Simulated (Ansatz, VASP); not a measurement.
# Li3SF in VASP and in Ansatz

POSCAR

```
Li3SF
1.0
    4.5254714434      0.0000000000      0.0000000000
    0.0000000000      4.5254714434      0.0000000000
    0.0000000000      0.0000000000      4.5254714434
F S Li
1 1 3
Direct
    0.0000000000      0.0000000000      0.0000000000
    0.5000000000      0.5000000000      0.5000000000
    0.5000000000      0.5000000000      0.0000000000
    0.5000000000      0.0000000000      0.5000000000
    0.0000000000      0.5000000000      0.5000000000
```

Contents of INCAR.step1:

```
SYSTEM = Li3SF
  PREC = Accurate
  ENCUT = 520
  ISMEAR = 0
  SIGMA = 0.01
  LREAL = .False.
  LASPH = .True.
  NELM = 80
  NBANDS = 19
  GGA = PE
  ALGO = Normal
  EDIFF = 1E-4
  LWAVE = .True.
  LCHARG = .False.
```

INCAR.step2

```
SYSTEM = Li3SF
  PREC = Accurate
  ENCUT = 520
  EDIFF = 1E-6
  ISMEAR = 0
  SIGMA = 0.01
  LREAL = .False.
  LASPH = .True.
  NELM = 80
  ALGO = Normal
  ISIF = 2
  LWAVE = .False.
  LCHARG = .False.
  METAGGA = R2SCAN
  LMIXTAU = .True.
  NBANDS = 19
  ISTART = 1
```

Contents of KPOINTS:

```
regular mesh
0
Gamma
  6 6 6
  0 0 0
```

Input for Ansatz:

```yaml
crystal:
  lattice:
    - [4.5254714434, 0.0, 0.0]
    - [0.0, 4.5254714434, 0.0]
    - [0.0, 0.0, 4.5254714434]
  atoms:
    - { symbol: F, position: [0.0, 0.0, 0.0] }
    - { symbol: S, position: [0.5, 0.5, 0.5] }
    - { symbol: Li, position: [0.5, 0.5, 0.0] }
    - { symbol: Li, position: [0.5, 0.0, 0.5] }
    - { symbol: Li, position: [0.0, 0.5, 0.5] }
kpoints:
  mp_grid: { grid: [6, 6, 6] }
hamiltonian:
  xc: r2scan
scf:
  occupations: { method: fixed }
  n_extra_bands: 5
output:
  forces: true
  stress: true
  eigenvalues: true
```

Alike in both runs: task single point; functional r2SCAN; k mesh 6 × 6 × 6; no spin polarisation.

|  | VASP | Ansatz |
| --- | --- | --- |
| version | VASP 6.6.1 | Ansatz 0.2.0 |
| potentials or method | VASP PAW PBE potentials, release 64 (F, S, Li_sv) | plane waves, PAW |
| plane-wave cutoff (eV) | 520 | 500 |
| occupations | gaussian, width 0.01 eV | fixed |
| valence electrons in the cell | 22 | 22 |

|  | VASP | Ansatz | Ansatz less VASP |
| --- | --- | --- | --- |
| gap on the k mesh at the Fermi level (eV) | 4.51 | 4.48 | -0.027 |

VASP's potentials were made for PBE, not for r2SCAN.

Noted on VASP's run: the cutoff is short for stress, so the pressure is rough.
